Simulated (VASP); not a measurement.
Input of a VASP 6.6.1 run:

File INCAR:

```
SYSTEM = MgB2
PREC     = Accurate       ! precision mode
ENCUT    = 520            ! plane-wave cutoff, eV
EDIFF    = 1E-8           ! SCF threshold, eV
ISMEAR   = -1             ! smearing method
SIGMA    = 0.05           ! smearing width, eV
LREAL    = .False.        ! projectors in reciprocal space
LASPH    = .True.         ! aspherical terms in the spheres
NELM     = 60             ! most SCF steps
ALGO     = Normal         ! electronic algorithm
ISIF     = 2              ! what is computed and relaxed
LWAVE    = .False.        ! write WAVECAR
LCHARG   = .False.        ! write CHGCAR
GGA      = PE             ! functional
LEFG     = .True.       
NBANDS   = 11             ! bands
```

File KPOINTS:

```
Automatic mesh
0
Gamma
  12 12 9
  0 0 0
```

POSCAR

```
MgB2
1.0
    3.0220238365      0.0000000000      0.0000000000
   -1.5110119183      2.6171494133      0.0000000000
    0.0000000000      0.0000000000      3.4510818610
Mg B
1 2
Direct
    0.0000000000      0.0000000000      0.0000000000
    0.3333333333      0.6666666667      0.5000000000
    0.6666666667      0.3333333333      0.5000000000
```

Potentials or basis: VASP PAW PBE potentials, release 64 (Mg, B).

Launch:

```console
$ cat potpaw_PBE.64/Mg/POTCAR potpaw_PBE.64/B/POTCAR > POTCAR
$ mpirun -np 1 vasp_std > vasp.out
```

**Question.** Estimate the pressure.

**Answer.** 9.0 GPa.

**Question.** Estimate the band gap on the k mesh.

**Answer.** Zero (band 4 reaches 7.55 eV, above the bottom of band 5 at 3.69 eV).

Electric field gradients, principal values (V/Å²):
```csv
atom,least,middle,greatest (by size)
1 Mg,0.115,0.115,-0.231
2 B,-9.978,-9.978,19.956
3 B,-9.978,-9.978,19.956
```

Caveat: without QUAD_EFG the Cq values of the log hold for a quadrupole moment of 1 mb, not for the nuclei.
